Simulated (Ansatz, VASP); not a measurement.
# Ga3Sb: VASP beside Ansatz

Contents of INCAR:

```
SYSTEM = Ga3Sb
ALGO     = Fast           ! electronic algorithm
EDIFF    = 1E-6           ! SCF threshold, eV
EDIFFG   = -0.01          ! ionic threshold
ENCUT    = 600            ! plane-wave cutoff, eV
GGA      = CA             ! functional
IBRION   = 2              ! ionic algorithm
ISIF     = 3              ! what is computed and relaxed
ISMEAR   = 0              ! smearing method
LASPH    = .TRUE.         ! aspherical terms in the spheres
LCHARG   = .FALSE.        ! write CHGCAR
LREAL    = .FALSE.        ! projectors in reciprocal space
LWAVE    = .FALSE.        ! write WAVECAR
NELM     = 60             ! most SCF steps
NSW      = 80             ! ionic steps
PREC     = Accurate       ! precision mode
SIGMA    = 0.1            ! smearing width, eV
```

KPOINTS

```
k-points
0
G
  14 14 14
  0 0 0
```

Contents of POSCAR:

```
Ga3Sb
1.0
   -2.1587990000      2.1587990000      4.7604840000
    2.1587990000     -2.1587990000      4.7604840000
    2.1587990000      2.1587990000     -4.7604840000
Ga Sb
3 1
Direct
    0.7500000000      0.2500000000      0.5000000000
    0.2500000000      0.7500000000      0.5000000000
    0.5000000000      0.5000000000      0.0000000000
    0.0000000000      0.0000000000      0.0000000000
```

Input for Ansatz:

```yaml
crystal:
  lattice:
    - [-2.158799, 2.158799, 4.760484]
    - [2.158799, -2.158799, 4.760484]
    - [2.158799, 2.158799, -4.760484]
  atoms:
    - { symbol: Ga, position: [0.75, 0.25, 0.5] }
    - { symbol: Ga, position: [0.25, 0.75, 0.5] }
    - { symbol: Ga, position: [0.5, 0.5, 0.0] }
    - { symbol: Sb, position: [0.0, 0.0, 0.0] }
basis:
  ecutwfc: 420
kpoints:
  mp_grid: { grid: [14, 14, 14] }
hamiltonian:
  xc: lda
scf:
  occupations: { method: gaussian, width: 0.1 }
output:
  forces: true
  stress: true
  eigenvalues: true
relax:
  adjacent_minimum: "off"
  f_tol: 0.01
  max_steps: 60
  cell: { stress_tol: 0.05 }
```

Alike in both runs: task relaxation of cell and atoms; functional LDA; k mesh 14 × 14 × 14; occupations gaussian, width 0.1 eV; no spin polarisation.

```csv
,VASP,Ansatz
version,VASP 6.6.1,Ansatz 0.2.0
potentials or method,"VASP PAW LDA potentials, release 64 (Ga_d, Sb), cutoff 600 eV","scalar-relativistic, plane waves, PAW"
valence electrons in the cell,44,54
```

|  | VASP | Ansatz | Ansatz less VASP |
| --- | --- | --- | --- |
| gap on the k mesh at the Fermi level, each at its own relaxed structure (eV) | none | none | - |
| relaxed volume (Å³/atom) | 20.06 | 20.03 | -0.029 |
| relaxed length of the cell vector where the two differ most in proportion (Å) | 5.419 | 5.409 | -0.0106 |

LDA's correlation is that of Perdew and Zunger in VASP and of Perdew and Wang (1992) in Ansatz. A gap of «none» marks a metal or a gap that the smearing closes. VASP's potentials hold 44 valence electrons a cell and Ansatz's 54, so a difference there can come from the potentials and not from the codes.

Neither program's run includes spin-orbit coupling.
